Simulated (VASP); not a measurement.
Write the native input for VASP 6.6.1 that does the following.

- Task: single point
- Functional: PBE
- Potentials or basis: VASP PAW PBE potentials, release 64 (Zn, Se, O)
- Cutoff: 520 eV
- k mesh: 2 × 2 × 2
- Occupations: gaussian, width 0.15 eV
- Spin: no spin polarisation
- Dipole correction: no
- Further INCAR settings: LREAL = Auto; ALGO = Normal; EDIFF = 1e-07; NBANDS = 86

The structure of Zn4SeO3 lies in POSCAR:

```
Zn4SeO3
1.0
    6.9387499551      0.0000000000      0.0000000000
   -3.4693749776      6.0091337317      0.0000000000
    0.0000000000      0.0000000000      5.5723933693
Zn Se O
8 2 6
Direct
    0.3333333333      0.6666666667      0.4502487826
    0.2939486645      0.1469743323      0.3600119151
    0.8530256677      0.7060513355      0.3600119151
    0.8530256677      0.1469743323      0.3600119151
    0.6666666667      0.3333333333      0.9502487826
    0.1469743323      0.2939486645      0.8600119151
    0.7060513355      0.8530256677      0.8600119151
    0.1469743323      0.8530256677      0.8600119151
    0.6666666667      0.3333333333      0.5087838069
    0.3333333333      0.6666666667      0.0087838069
    0.1599087192      0.3198174384      0.5019772217
    0.1599087192      0.8400912808      0.5019772217
    0.6801825616      0.8400912808      0.5019772217
    0.3198174384      0.1599087192      0.0019772217
    0.8400912808      0.6801825616      0.0019772217
    0.8400912808      0.1599087192      0.0019772217
```

The input as run:

INCAR

```
SYSTEM = Zn4SeO3
PREC     = Accurate       ! precision mode
ENCUT    = 520            ! plane-wave cutoff, eV
EDIFF    = 1E-7           ! SCF threshold, eV
ISMEAR   = 0              ! smearing method
SIGMA    = 0.15           ! smearing width, eV
LREAL    = Auto         
LASPH    = .True.         ! aspherical terms in the spheres
NELM     = 100            ! most SCF steps
ALGO     = Normal         ! electronic algorithm
ISIF     = 2              ! what is computed and relaxed
LWAVE    = .False.        ! write WAVECAR
LCHARG   = .False.        ! write CHGCAR
GGA      = PE             ! functional
NBANDS   = 86             ! bands
```

KPOINTS

```
Automatic mesh
0
Gamma
  2 2 2
  0 0 0
```

Potentials or basis: VASP PAW PBE potentials, release 64 (Zn, Se, O).

The run is started by

```bash
$ cat potpaw_PBE.64/Zn/POTCAR potpaw_PBE.64/Se/POTCAR potpaw_PBE.64/O/POTCAR > POTCAR
$ mpirun -np 1 vasp_std > vasp.out
```

It gave:

```
Pressure               : 1.3 GPa
Largest force          : 0.058 eV/Å
Band gap on the k mesh : 0.60 eV, direct
```

Caveat: the k points lie up to 0.56 Å⁻¹ apart.

Run time: 3.6 min on 1 thread of Intel(R) Xeon(R) Platinum 8488C (Sapphire Rapids), on a shared host, peak memory 0.37 GiB.
